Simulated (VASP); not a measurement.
# C (R-3m) in VASP: further runs

C is run at these levels: LDA; tasks: single point.

Program: VASP 6.6.1. These are calculated values, not measurements. Logs are shortened: lines on timing, memory, paths and dates and some standing lists are left out, and cuts for length are marked.

**1. The cell of the first run**

Symmetry: R-3m, No. 166, trigonal system. Conventional cell: a = 2.456 Å, b = 2.456 Å, c = 11.171 Å, α = 90.00°, β = 90.00°, γ = 120.00°. C (site symmetry 3m) has 3 C at 1.42 Å within 1.9 Å.

**2. Single point, LDA (strain +0.1125 x Voigt [0, 0, 1, 0, 0, 0])**

File INCAR:

```
SYSTEM = C
ALGO = Normal
EDIFF = 1E-6
ENCUT = 600
GGA_COMPAT = .False.
ISIF = 2
ISMEAR = 0
LASPH = .True.
LCHARG = .False.
LREAL = .False.
LWAVE = .False.
NBANDS = 11
NELM = 120
PREC = Accurate
SIGMA = 0.05
```

File KPOINTS:

```
k-points
0
Gamma
  12 12 12
  0 0 0
```

File POSCAR:

```
C
1.0
    1.2280263465      0.7090013417      3.7235495588
   -1.2280263465      0.7090013417      3.7235495588
    0.0000000000     -1.4180026834      3.7235495588
C
2
Direct
    0.1640000000      0.1640000000      0.1640000000
    0.8360000000      0.8360000000      0.8360000000
```

Potentials or basis: VASP PAW LDA potentials, release 64 (C).

Launch:

```sh
> cat potpaw_LDA.64/C/POTCAR > POTCAR
> mpirun -np 1 vasp_std > vasp.out
```

OUTCAR:

```text
SYSTEM = C
   EDIFF = 1E-6
   ENCUT = 600
   ISIF = 2
   ISMEAR = 0
   LASPH = .True.
   LREAL = .False.
   NELM = 120
   PREC = Accurate

 ion  position               nearest neighbor table
   1  0.164  0.164  0.164-   2 1.42   2 1.42   2 1.42
   2  0.836  0.836  0.836-   1 1.42   1 1.42   1 1.42

  LATTYP: Found a trigonal (rhomboedric) cell.
 ALAT       =     3.9844137495
 COS(alpha) =     0.8100162288

  Lattice vectors:

 A1 = (   1.2280263465,   0.7090013417,   3.7235495588)
 A2 = (  -1.2280263465,   0.7090013417,   3.7235495588)
 A3 = (   0.0000000000,  -1.4180026834,   3.7235495588)

Analysis of symmetry for initial positions (statically):
=====================================================================
 Subroutine PRICEL returns:
 Original cell was already a primitive cell.

 Routine SETGRP: Setting up the symmetry group for a
 trigonal (rhombohedral) supercell.

 Subroutine GETGRP returns: Found 12 space group operations
 (whereof 12 operations were pure point group operations)
 out of a pool of 12 trial point group operations.

The static configuration has the point symmetry D_3d.

Analysis of symmetry for dynamics (positions and initial velocities):
=====================================================================
 Subroutine PRICEL returns:
 Original cell was already a primitive cell.

 Routine SETGRP: Setting up the symmetry group for a
 trigonal (rhombohedral) supercell.

 Subroutine GETGRP returns: Found 12 space group operations
 (whereof 12 operations were pure point group operations)
 out of a pool of 12 trial point group operations.

The dynamic configuration has the point symmetry D_3d.

 Subroutine INISYM returns: Found 12 space group operations
 (whereof 12 operations are pure point group operations),
 and found     1 'primitive' translations

----------------------------------------------------------------------------------------

                                     Primitive cell

  volume of cell :      19.4519

  direct lattice vectors                    reciprocal lattice vectors
     1.228026347  0.709001342  3.723549559     0.407157388  0.235072428  0.089520316
    -1.228026347  0.709001342  3.723549559    -0.407157388  0.235072428  0.089520316
     0.000000000 -1.418002683  3.723549559     0.000000000 -0.470144855  0.089520316

  length of vectors
     3.984413749  3.984413749  3.984413749     0.478591759  0.478591759  0.478591759
[... 81 lines left out ...]
   EDIFF  = 0.1E-05   stopping-criterion for ELM
   LREAL  =      F    real-space projection
   EDIFFG = 0.1E-04   stopping-criterion for IOM
   NSW    =      0    number of steps for IOM
   IBRION =     -1    ionic relax: 0-MD 1-quasi-New 2-CG
   NFREE  =      0    steps in history (QN), initial steepest desc. (CG)
   ISIF   =      2    stress and relaxation
   ISYM   =      2    0-nonsym 1-usesym 2-fastsym
   POTIM  = 0.5000    time-step for ionic-motion
   TEBEG  =    0.0;   TEEND  =   0.0 temperature during run
   PSTRESS=    0.0 pullay stress
   NELECT =       8.0000    total number of electrons
   NUPDOWN=      -1.0000    fix difference up-down
   EMIN   =  10.00;   EMAX   =-10.00  energy-range for DOS
   EFERMI =   0.00;   METHOD = LEGACY
   ISMEAR =     0;   SIGMA  =   0.05  broadening in eV -4-tet -1-fermi 0-gaus
   EFERMI_NEDOS =   21; number of points for ismear=-14 and -15
   IALGO  =     38    algorithm
   IMIX   =      4    mixing-type and parameters
     AMIX     =   0.40;   BMIX     =  1.00
     AMIX_MAG =   1.60;   BMIX_MAG =  1.00
  volume/ion in A,a.u.               =       9.73        65.63
  Fermi-wavevector in a.u.,A,eV,Ry     =   1.217448  2.300643 20.166281  1.482180
  Thomas-Fermi vector in A             =   2.352768
   LORBIT       =      0    0 simple, 1 ext, 2 COOP (PROOUT), +10 PAW based schemes
   GGA     = CA    functional components
   LHFCALC =     F    Hartree Fock is set to
   AEXX    =    0.0000 exact exchange contribution
   IVDW    =     0    specifies the selected vdW correction
   LEPSILON=     F    determine dielectric tensor
   LRPA    =     F    only Hartree local field effects (RPA)
 non-spin polarized calculation
 Gauss-broadening in eV      SIGMA  =   0.05
  energy-cutoff  :      600.00
  volume of cell :       19.45
 maximum number of plane-waves:       662
   NGX = 15   NGY = 15   NGZ = 15

 number of electron       8.0000000 magnetization

 Free energy of the ion-electron system (eV)
  ---------------------------------------------------
  ext. energy  EPLUGINS =         0.00000000
  ---------------------------------------------------
  free energy    TOTEN  =       -20.18314581 eV

  energy without entropy =      -20.18314581  energy(sigma->0) =      -20.18314581

 E-fermi :   3.7263     XC(G=0): -10.0991

 val. band max:        3.5162081459   @ k =  -0.3333   0.3333   0.0000
 cond. band min:       3.9290274123   @ k =  -0.3333   0.3333   0.0000
 fundamental gap:      0.4128192664
 Fermi energy:         3.7263338896

 k-point     1 :       0.0000    0.0000    0.0000
  band No.  band energies     occupation
      1     -15.7121      2.00000
      2      -3.3597      2.00000
      3       0.7418      2.00000
      4       0.7418      2.00000
      5       6.7944      0.00000
      6      12.0847      0.00000
      7      12.0847      0.00000
      8      15.1756      0.00000
      9      16.8318      0.00000
     10      25.1735      0.00000
     11      26.1550      0.00000
[... 309 lines left out ...]
 k-point    24 :      -0.4167    0.1667    0.0000
  band No.  band energies     occupation
      1      -9.9252      2.00000
      2      -9.0624      2.00000
      3      -4.4612      2.00000
      4       2.1415      2.00000
      5       5.1966      0.00000
      6      13.9488      0.00000
      7      14.7933      0.00000
      8      15.3104      0.00000
      9      18.1782      0.00000
     10      22.4105      0.00000
     11      25.4956      0.00000

 [... further k-points ...]
[... 5 lines left out ...]
  --------------------------------------------------------------------------------------
  -------------------------------------------------------------------------------------
  Total       -0.5386428     -0.5386428     -0.3017790      0.0000000     -0.0000000      0.0000000
  in kB      -44.3657964    -44.3657964    -24.8562965      0.0000000     -0.0000000      0.0000000
  external PRESSURE =     -37.8626298 kB  Pullay stress =       0.0000000 kB

 VOLUME and BASIS-vectors are now :
 -----------------------------------------------------------------------------
  energy-cutoff  :      600.00
  volume of cell :       19.45
      direct lattice vectors                 reciprocal lattice vectors
     1.228026347  0.709001342  3.723549559     0.407157388  0.235072428  0.089520316
    -1.228026347  0.709001342  3.723549559    -0.407157388  0.235072428  0.089520316
     0.000000000 -1.418002683  3.723549559     0.000000000 -0.470144855  0.089520316

 POSITION                                       TOTAL-FORCE (eV/Angst)
 -----------------------------------------------------------------------------------
      0.00000      0.00000      1.83199         0.000000      0.000000      1.027705
      0.00000      0.00000      9.33866         0.000000     -0.000000     -1.027705
 -----------------------------------------------------------------------------------
    total drift:                               -0.000000     -0.000000      0.000000

  FREE ENERGIE OF THE ION-ELECTRON SYSTEM (eV)
  ---------------------------------------------------
  free  energy   TOTEN  =       -20.1831458112 eV

  energy  without entropy=      -20.1831458112  energy(sigma->0) =      -20.18314581
```

Run time: 1.7 min. Hardware: 1 thread of AMD EPYC 7R43 (Zen 3), shared host; peak memory 0.13 GiB.

What came out:

* Free energy: -20.1831 eV
* Pressure: -3.8 GPa
* Largest force: 1.028 eV/Å
* Band gap on the k mesh: 0.41 eV, direct

Forces in eV/Å, atoms in the order of the input:
```
C    0.000  0.000  1.028
C    0.000  0.000 -1.028
```

Caveat: the cell differs from its parent crystal (strain +0.1125 x Voigt [0, 0, 1, 0, 0, 0]); forces of over 1 eV/Å act on the atoms, so gaps and moduli don't describe the material at rest. A k mesh can miss the band edges.

**3. Single point, LDA (strain +0.1312 x Voigt [0, 0, 1, 0, 0, 0])**

File INCAR:

```
SYSTEM = C
PREC = Accurate ; ENCUT = 600
EDIFF = 1E-6 ; ISMEAR = 0
SIGMA = 0.05 ; LREAL = .FALSE.
LASPH = .TRUE. ; NELM = 120
ALGO = Normal ; ISIF = 2
LWAVE = .FALSE. ; LCHARG = .TRUE.
LELF = .TRUE. ; LVHAR = .TRUE.
NBANDS = 11 ; GGA_COMPAT = .FALSE.
```

File KPOINTS:

```
Automatic mesh
0
G
  12 12 12
  0 0 0
```

File POSCAR:

```
C
1.0
    1.2280263465      0.7090013417      3.7861386615
   -1.2280263465      0.7090013417      3.7861386615
    0.0000000000     -1.4180026834      3.7861386615
C
2
Direct
    0.1640000000      0.1640000000      0.1640000000
    0.8360000000      0.8360000000      0.8360000000
```

Potentials or basis: VASP PAW LDA potentials, release 64 (C).

Launch:

```sh
> cat potpaw_LDA.64/C/POTCAR > POTCAR
> mpirun -np 1 vasp_std > vasp.out
```

Run time: 88 s. Hardware: 1 thread of AMD EPYC 7R43 (Zen 3), shared host; peak memory 0.13 GiB.

It converged, with:

```yaml
Free_energy: -20.1788 eV
Pressure: -3.7 GPa
Largest_force: 1.048 eV/Å
Band_gap_on_the_k_mesh: 0.37 eV, direct
```

Forces on the atoms (eV/Å):
```
C    0.000  0.000  1.048
C    0.000  0.000 -1.048
```

Stress tensor (GPa, compression positive):
```
-4.37  0.00  0.00
 0.00 -4.37  0.00
 0.00  0.00 -2.47
```

Levels at points of the mesh, in eV from the valence-band top:
| k point | band 1 | band 2 | band 3 | band 4 | band 5 | band 6 | band 7 | band 8 | band 9 |
| --- | --- | --- | --- | --- | --- | --- | --- | --- | --- |
| (0.00, 0.00, 0.00) | -19.24 | -6.96 | -2.80 | -2.80 | 3.18 | 8.54 | 8.54 | 11.64 | 13.28 |
| (0.50, 0.00, 0.00) | -13.88 | -13.02 | -6.20 | -1.98 | 1.92 | 7.85 | 11.37 | 11.49 | 17.17 |
| (0.50, 0.50, 0.00) | -13.84 | -12.99 | -6.22 | -2.38 | 1.63 | 7.69 | 11.96 | 13.54 | 18.20 |
| (0.50, 0.50, 0.50) | -19.12 | -8.04 | -2.80 | -2.80 | 7.79 | 8.53 | 8.53 | 11.27 | 13.22 |

Caveat: the cell differs from its parent crystal (strain +0.1312 x Voigt [0, 0, 1, 0, 0, 0]); forces of over 1 eV/Å act on the atoms, so gaps and moduli don't describe the material at rest.

**4. Single point, LDA (strain +0.1500 x Voigt [0, 0, 1, 0, 0, 0])**

File INCAR:

```
SYSTEM = C
PREC = Accurate
ENCUT = 600
EDIFF = 1E-6
ISMEAR = 0
SIGMA = 0.05
LREAL = .FALSE.
LASPH = .TRUE.
NELM = 120
ALGO = Normal
ISIF = 2
LWAVE = .FALSE.
LCHARG = .TRUE.
GGA = CA
LELF = .TRUE.
LVHAR = .TRUE.
NBANDS = 11
GGA_COMPAT = .FALSE.
```

KPOINTS is that of step 3.

File POSCAR:

```
C
1.0
    1.2280263465      0.7090013417      3.8490624653
   -1.2280263465      0.7090013417      3.8490624653
    0.0000000000     -1.4180026834      3.8490624653
C
2
Direct
    0.1640000000      0.1640000000      0.1640000000
    0.8360000000      0.8360000000      0.8360000000
```

Launch:

```sh
> cat potpaw_LDA.64/C/POTCAR > POTCAR
> mpirun -np 1 vasp_std > vasp.out
```

Run time: 2.5 min. Hardware: 1 thread of AMD EPYC 7R43 (Zen 3), shared host; peak memory 0.14 GiB.

Results (log left out):

* Free energy: -20.1745 eV
* Pressure: -3.7 GPa
* Largest force: 1.069 eV/Å
* Band gap on the k mesh: 0.33 eV, direct

Forces on the atoms (eV/Å):
```
C    0.000  0.000  1.069
C    0.000  0.000 -1.069
```

Stress tensor (GPa, compression positive):
```
-4.30  0.00  0.00
 0.00 -4.30  0.00
 0.00  0.00 -2.42
```

Levels at points of the mesh, in eV from the valence-band top:
| k point | band 1 | band 2 | band 3 | band 4 | band 5 | band 6 | band 7 | band 8 | band 9 |
| --- | --- | --- | --- | --- | --- | --- | --- | --- | --- |
| (0.00, 0.00, 0.00) | -19.25 | -7.03 | -2.82 | -2.82 | 3.09 | 8.52 | 8.52 | 11.62 | 13.26 |
| (0.50, 0.00, 0.00) | -13.90 | -13.04 | -6.22 | -2.02 | 1.89 | 7.82 | 11.28 | 11.40 | 16.99 |
| (0.50, 0.50, 0.00) | -13.86 | -13.01 | -6.23 | -2.38 | 1.63 | 7.68 | 11.85 | 13.35 | 17.98 |
| (0.50, 0.50, 0.50) | -19.15 | -8.01 | -2.82 | -2.82 | 7.50 | 8.51 | 8.51 | 11.15 | 13.20 |

Caveat: the cell differs from its parent crystal (strain +0.1500 x Voigt [0, 0, 1, 0, 0, 0]); forces of over 1 eV/Å act on the atoms, so gaps and moduli don't describe the material at rest. A k mesh can miss the band edges.

**5. Summary**

```csv
cell,gap on the mesh (eV),pressure (GPa),largest force (eV/Å)
"a = 3.984 Å, angles 35.9°, 2 atoms",0.41,-3.8,1.03
"a = 4.043 Å, angles 35.4°, 2 atoms",0.37,-3.7,1.05
"a = 4.102 Å, angles 34.8°, 2 atoms",0.33,-3.7,1.07
```

Alike in all rows: task single point; level LDA; potentials or basis VASP PAW LDA potentials, release 64 (C); no spin polarisation; k mesh 12 × 12 × 12; cutoff (eV) 600; smearing gaussian 0.05 eV.

Caveats: forces of over 1 eV/Å act on the atoms, so gaps and moduli don't describe the material at rest.

Absolute energies hang on the potentials; compare differences alone.
